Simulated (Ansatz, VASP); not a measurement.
**One calculation of Na, two programs**

```
Na
1.0
    -2.12142    2.12142    2.12142
     2.12142   -2.12142    2.12142
     2.12142    2.12142   -2.12142
Na
1
Cartesian
  0.0000 0.0000 0.0000
```

Change from the starting cell: volume scaled by 1.025.

Alike in both runs: task single point; functional PBEsol; k mesh 12 × 12 × 12; occupations fermi-dirac, width 0.05 eV; no spin polarisation.

|  | VASP | Ansatz |
| --- | --- | --- |
| version | VASP 6.6.1 | Ansatz 0.2.0 |
| potentials or method | VASP PAW PBE potentials, release 64 (Na_pv), cutoff 500 eV | all-electron LAPW, scalar-relativistic |

|  | VASP | Ansatz | Ansatz less VASP |
| --- | --- | --- | --- |
| pressure (GPa) | -0.4 | -0.4 | +0.04 |

VASP's potentials were made for PBE, not for PBEsol. Ansatz ran all-electron here, and VASP with PAW potentials.
